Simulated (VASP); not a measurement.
# Si2Mo (I4/mmm) in VASP: settings compared, part 2 of 2

VASP 6.6.1.

## (3) Single point, PBE+D3(BJ)

This run uses another cell than the first one, of 13.68 Å³/atom.

Contents of INCAR:

```
  ALGO = Normal
  EDIFF = 1E-7
  ENCUT = 520
  GGA = PE
  ISIF = 2
  ISMEAR = -1
  IVDW = 12
  LASPH = T
  LCHARG = F
  LREAL = F
  LWAVE = F
  NBANDS = 18
  NELM = 100
  PREC = Accurate
  SIGMA = 0.05
```

Contents of KPOINTS:

```
k-points
0
Gamma
  12 12 12
```

Contents of POSCAR:

```
Si2Mo
1.0
   -1.6105963353      1.6105963353      3.9565305599
    1.6105963353     -1.6105963353      3.9565305599
    1.6105963353      1.6105963353     -3.9565305599
Mo Si
1 2
Direct
    0.0000000000      0.0000000000      0.0000000000
    0.6670000000      0.6670000000      0.0000000000
    0.3330000000      0.3330000000      0.0000000000
```

Potentials or basis: VASP PAW PBE potentials, release 64 (Mo_sv, Si).

The run is started by

```console
> cat potpaw_PBE.64/Mo_sv/POTCAR potpaw_PBE.64/Si/POTCAR > POTCAR
> mpirun -np 1 vasp_std > vasp.out
```

OUTCAR:

```text
EDIFF = 1E-7
   ENCUT = 520
   GGA = PE
   ISIF = 2
   ISMEAR = -1
   IVDW = 12
   LASPH = T
   LREAL = F
   NELM = 100
   PREC = Accurate
 IVDW          = 12

 ion  position               nearest neighbor table
   1  0.000  0.000  0.000-   2 2.63   2 2.63   2 2.63   3 2.63   2 2.63   3 2.63   3 2.63   3 2.63
                             2 2.64   3 2.64
   2  0.667  0.667  0.000-   3 2.63   3 2.63   3 2.63   3 2.63   1 2.63   1 2.63   1 2.63   1 2.63
                             1 2.64   3 2.64
   3  0.333  0.333  0.000-   2 2.63   2 2.63   2 2.63   2 2.63   1 2.63   1 2.63   1 2.63   1 2.63
                             1 2.64   2 2.64

  LATTYP: Found a body centered tetragonal cell.
 ALAT       =     3.2211926706
 C/A-ratio  =     2.4565625000

  Lattice vectors:

 A1 = (  -1.6105963353,   1.6105963353,   3.9565305599)
 A2 = (   1.6105963353,  -1.6105963353,   3.9565305599)
 A3 = (   1.6105963353,   1.6105963353,  -3.9565305599)

Analysis of symmetry for initial positions (statically):
=====================================================================
 Subroutine PRICEL returns:
 Original cell was already a primitive cell.

 Routine SETGRP: Setting up the symmetry group for a
 body centered tetragonal supercell.

 Subroutine GETGRP returns: Found 16 space group operations
 (whereof 16 operations were pure point group operations)
 out of a pool of 16 trial point group operations.

The static configuration has the point symmetry D_4h.

Analysis of symmetry for dynamics (positions and initial velocities):
=====================================================================
 Subroutine PRICEL returns:
 Original cell was already a primitive cell.

 Routine SETGRP: Setting up the symmetry group for a
 body centered tetragonal supercell.

 Subroutine GETGRP returns: Found 16 space group operations
[... 121 lines left out ...]
   EFERMI_NEDOS =   21; number of points for ismear=-14 and -15
   IALGO  =     38    algorithm
   IMIX   =      4    mixing-type and parameters
     AMIX     =   0.40;   BMIX     =  1.00
     AMIX_MAG =   1.60;   BMIX_MAG =  1.00
  volume/ion in A,a.u.               =      13.68        92.35
  Fermi-wavevector in a.u.,A,eV,Ry     =   1.329739  2.512842 24.057901  1.768206
  Thomas-Fermi vector in A             =   2.458879
   LORBIT       =      0    0 simple, 1 ext, 2 COOP (PROOUT), +10 PAW based schemes
   GGA     = PE    functional components
   LHFCALC =     F    Hartree Fock is set to
   AEXX    =    0.0000 exact exchange contribution
   IVDW    =    12    specifies the selected vdW correction
   LEPSILON=     F    determine dielectric tensor
   LRPA    =     F    only Hartree local field effects (RPA)
 non-spin polarized calculation
  energy-cutoff  :      520.00
  volume of cell :       41.05
 maximum number of plane-waves:      1134
 NGX is ok and might be reduce to    36
   NGX = 17   NGY = 17   NGZ = 17

 number of electron      22.0000000 magnetization

 Free energy of the ion-electron system (eV)
  ---------------------------------------------------
  ext. energy  EPLUGINS =         0.00000000
  ---------------------------------------------------
  free energy    TOTEN  =       -23.25496597 eV

  energy without entropy =      -23.25263393  energy(sigma->0) =      -23.25379995

 E-fermi :  11.9801     XC(G=0): -12.3342

 val. band max:       11.9089271306   @ k =  -0.3333  -0.4167   0.3333
 cond. band min:      12.0216999835   @ k =   0.0833   0.0000  -0.0000
 fundamental gap:      0.1127728529
 Fermi energy:        11.9801257468

 k-point     1 :       0.0000    0.0000    0.0000
  band No.  band energies     occupation
      1     -48.7885      2.00000
      2     -22.9380      2.00000
      3     -22.8504      2.00000
      4     -22.8504      2.00000
      5      -1.3310      2.00000
      6       5.7584      2.00000
[... 481 lines left out ...]
      5       1.5629      2.00000
      6       4.0585      2.00000
[... 10 lines left out ...]
     17      19.1842      0.00000
     18      19.9883      0.00000

 [... further k-points ...]

------------------------ aborting loop because EDIFF is reached ----------------------------------------

 Edisp (eV)   -1.69341

 E8    (eV) :    -0.7361

  FORCE on cell =-STRESS in cart. coord.  units (eV):
  Direction    XX          YY          ZZ          XY          YZ          ZX
  --------------------------------------------------------------------------------------
  -------------------------------------------------------------------------------------
  Total      -2.04700    -2.04700    -2.50579     0.00000    -0.00000     0.00000
  in kB     -79.88796   -79.88796   -97.79303     0.00000    -0.00000     0.00000
  external pressure =      -85.86 kB  Pullay stress =        0.00 kB

 VOLUME and BASIS-vectors are now :
 -----------------------------------------------------------------------------
  energy-cutoff  :      520.00
  volume of cell :       41.05
      direct lattice vectors                 reciprocal lattice vectors
    -1.610596335  1.610596335  3.956530560     0.000000000  0.310444019  0.126373345
     1.610596335 -1.610596335  3.956530560     0.310444019  0.000000000  0.126373345
     1.610596335  1.610596335 -3.956530560     0.310444019  0.310444019  0.000000000

 POSITION                                       TOTAL-FORCE (eV/Angst)
 -----------------------------------------------------------------------------------
      0.00000      0.00000      0.00000         0.000000      0.000000      0.000000
      0.00000      0.00000      5.27801        -0.000000     -0.000000     -0.307063
      0.00000      0.00000      2.63505         0.000000      0.000000      0.307063
 -----------------------------------------------------------------------------------
    total drift:                                0.000000      0.000000     -0.000000

  FREE ENERGIE OF THE ION-ELECTRON SYSTEM (eV)
  ---------------------------------------------------
  free  energy   TOTEN  =       -24.9483749997 eV

  energy  without entropy=      -24.9460429575  energy(sigma->0) =      -24.94720898
```

Run time: 2.3 min. Hardware: 1 thread of AMD EPYC 9R45 (Zen 5), shared host; peak memory 0.25 GiB.

What came out:

```yaml
Free_energy: -24.9484 eV
Pressure: -8.6 GPa
Largest_force: 0.307 eV/Å
Band_gap_on_the_k_mesh: zero (bands 11 and 12 overlap by 1.03 eV)
Dispersion_energy_per_atom: -0.564 eV
```

Forces in eV/Å, atoms in the order of the input:
```
Mo   0.000  0.000  0.000
Si   0.000  0.000 -0.307
Si   0.000  0.000  0.307
```

Caveat: the cell stands under tension.

## (4) Single point, PBEsol+D4

This run uses another cell than the first one, of 13.68 Å³/atom.

Contents of INCAR:

```
PREC = Accurate
ENCUT = 520
EDIFF = 1E-6
ISMEAR = -1
SIGMA = 0.05
LREAL = False
LASPH = True
NELM = 100
ALGO = Normal
ISIF = 2
LWAVE = False
LCHARG = False
GGA = PS
IVDW = 13
NBANDS = 18
```

Contents of KPOINTS:

```
Automatic mesh
0
Gamma
  12 12 12
```

POSCAR is that of step 3.

The run is started by

```console
> cat potpaw_PBE.64/Mo_sv/POTCAR potpaw_PBE.64/Si/POTCAR > POTCAR
> mpirun -np 1 vasp_std > vasp.out
```

Run time: 2.1 min. Hardware: 1 thread of AMD EPYC 9R45 (Zen 5), shared host; peak memory 0.25 GiB.

It converged, with:

```
Free energy                : -25.9933 eV
Pressure                   : -9.8 GPa
Largest force              : 0.354 eV/Å
Band gap on the k mesh     : zero (bands 11 and 12 overlap by 1.02 eV)
Dispersion energy per atom : -0.315 eV
```

Forces on the atoms (eV/Å):
```
Mo   0.000  0.000  0.000
Si   0.000  0.000 -0.354
Si   0.000  0.000  0.354
```

Stress tensor (GPa, compression positive):
```
 -9.21   0.00   0.00
  0.00  -9.21   0.00
  0.00   0.00 -10.96
```

Levels at points of the mesh, in eV from the Fermi level:
```tsv
k point	band 7	band 8	band 9	band 10	band 11	band 12	band 13	band 14	band 15	band 16
(0.00, 0.00, 0.00)	-3.49	-2.97	-2.61	-2.61	0.40	2.96	3.14	3.58	3.58	3.96
(0.50, 0.00, 0.00)	-4.86	-4.42	-2.57	-2.46	-0.50	2.18	2.98	3.88	4.19	5.42
(0.50, 0.50, 0.00)	-5.63	-5.27	-4.43	-3.00	-1.14	2.23	2.61	2.93	3.18	4.77
(0.50, 0.50, 0.50)	-3.44	-2.26	-0.58	-0.58	-0.53	-0.53	0.53	4.54	4.92	5.86
```

Caveat: the cell stands under tension; the PAW data sets were made with another functional, which shifts forces and pressure a little.

## (5) Single point, PBE+D3(BJ)

This run uses another cell than the first one, of 13.95 Å³/atom.

Contents of INCAR:

```
SYSTEM = Si2Mo
PREC     = Accurate       ! precision mode
ENCUT    = 520            ! plane-wave cutoff, eV
EDIFF    = 1E-6           ! SCF threshold, eV
ISMEAR   = -1             ! smearing method
SIGMA    = 0.05           ! smearing width, eV
LREAL    = .False.        ! projectors in reciprocal space
LASPH    = .True.         ! aspherical terms in the spheres
NELM     = 100            ! most SCF steps
ALGO     = Normal         ! electronic algorithm
ISIF     = 2              ! what is computed and relaxed
LWAVE    = .False.        ! write WAVECAR
LCHARG   = .False.        ! write CHGCAR
GGA      = PE             ! functional
IVDW     = 12             ! dispersion correction
NBANDS   = 18             ! bands
```

Contents of KPOINTS:

```
Automatic mesh
0
Gamma
  12 12 12
  0 0 0
```

Contents of POSCAR:

```
Si2Mo
1.0
   -1.6210550461      1.6210550461      3.9822230367
    1.6210550461     -1.6210550461      3.9822230367
    1.6210550461      1.6210550461     -3.9822230367
Mo Si
1 2
Direct
    0.0000000000      0.0000000000      0.0000000000
    0.6670000000      0.6670000000      0.0000000000
    0.3330000000      0.3330000000      0.0000000000
```

The run is started by

```console
> cat potpaw_PBE.64/Mo_sv/POTCAR potpaw_PBE.64/Si/POTCAR > POTCAR
> mpirun -np 1 vasp_std > vasp.out
```

It took 2.1 min on 1 thread of AMD EPYC 9R45 (Zen 5), shared host; peak memory 0.25 GiB.

The run converged. Its results:

- Free energy: -24.8966 eV
- Pressure: -12.0 GPa
- Largest force: 0.335 eV/Å
- Band gap on the k mesh: zero (bands 11 and 12 overlap by 1.01 eV)
- Dispersion energy per atom: -0.553 eV

Forces on the atoms (eV/Å):
```
Mo   0.000  0.000  0.000
Si   0.000  0.000 -0.335
Si   0.000  0.000  0.335
```

Stress tensor (GPa, compression positive):
```
-11.28   0.00   0.00
  0.00 -11.28   0.00
  0.00   0.00 -13.52
```

Levels at points of the mesh, in eV from the Fermi level:
```tsv
k point	band 7	band 8	band 9	band 10	band 11	band 12	band 13	band 14	band 15	band 16
(0.00, 0.00, 0.00)	-3.53	-2.84	-2.55	-2.55	0.39	2.83	3.24	3.52	3.52	3.87
(0.50, 0.00, 0.00)	-4.76	-4.36	-2.49	-2.40	-0.48	2.13	2.94	3.72	4.13	5.41
(0.50, 0.50, 0.00)	-5.53	-5.30	-4.35	-2.91	-1.13	2.18	2.53	2.85	3.11	4.77
(0.50, 0.50, 0.50)	-3.29	-2.18	-0.56	-0.56	-0.53	-0.53	0.51	4.45	4.70	5.87
```

Caveat: the cell stands under tension.

## (6) The runs side by side

| level | cell | gap on the mesh (eV) | pressure (GPa) | largest force (eV/Å) |
| --- | --- | --- | --- | --- |
| PBEsol+D4 | a = 4.535 Å, angles 138.7, 138.7, 59.9°, 3 atoms | none | -5.9 | 0.33 |
| PBE+D3(BJ) | a = 4.565 Å, angles 138.7, 138.7, 59.9°, 3 atoms | none | -8.6 | 0.31 |
| PBEsol+D4 | a = 4.565 Å, angles 138.7, 138.7, 59.9°, 3 atoms | none | -9.8 | 0.35 |
| PBE+D3(BJ) | a = 4.595 Å, angles 138.7, 138.7, 59.9°, 3 atoms | none | -12.0 | 0.34 |

Alike in all rows: task single point; potentials or basis VASP PAW PBE potentials, release 64 (Mo_sv, Si); no spin polarisation; k mesh 12 × 12 × 12; cutoff (eV) 520; smearing fermi-dirac 0.05 eV.

Caveats: the cell stands under tension; the PAW data sets were made with another functional, which shifts forces and pressure a little (at least some runs).

Total energies depend on the potentials used, so only differences within one code and one set of settings carry meaning.
